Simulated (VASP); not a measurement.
Wanted: the native input for a VASP 6.6.1 run.

```yaml
Task: single point
Functional: LDA
Potentials_or_basis: VASP PAW LDA potentials, release 64 (Al, Cu)
Cutoff: 520 eV
k_mesh: 10 × 10 × 14
Occupations: gaussian, width 0.15 eV
Spin: no spin polarisation
Dipole_correction: no
Further_INCAR_settings: ALGO = Normal; EDIFF = 1e-06; NBANDS = 16
```

The structure of Al2Cu lies in POSCAR:

```
Al2Cu
1.0
    3.9479000000      0.0000000000      0.0000000000
    0.0000000000      3.9479000000      0.0000000000
    0.0000000000      0.0000000000      3.0471000000
Al Cu
2 1
Direct
    0.5000000000      0.0000000000      0.5000000000
    0.0000000000      0.5000000000      0.5000000000
    0.0000000000      0.0000000000      0.0000000000
```

These files were run (other wordings do the same):

INCAR

```
SYSTEM = Al2Cu
PREC = Accurate
ENCUT = 520
EDIFF = 1E-6
ISMEAR = 0
SIGMA = 0.15
LREAL = .False.
LASPH = .True.
NELM = 60
ALGO = Normal
ISIF = 2
LWAVE = .False.
LCHARG = .False.
NBANDS = 16
```

KPOINTS

```
Automatic mesh
0
Gamma
  10 10 14
  0 0 0
```

Potentials or basis: VASP PAW LDA potentials, release 64 (Al, Cu).

Command:

```sh
$ cat potpaw_LDA.64/Al/POTCAR potpaw_LDA.64/Cu/POTCAR > POTCAR
$ mpirun -np 1 vasp_std > vasp.out
```

It gave:

```
Pressure : -2.0 GPa
```

Wall time 75 s on 1 thread of Intel(R) Xeon(R) Platinum 8259CL CPU @ 2.50GHz (Skylake/Cascade Lake), on a shared host, peak memory 0.23 GiB.
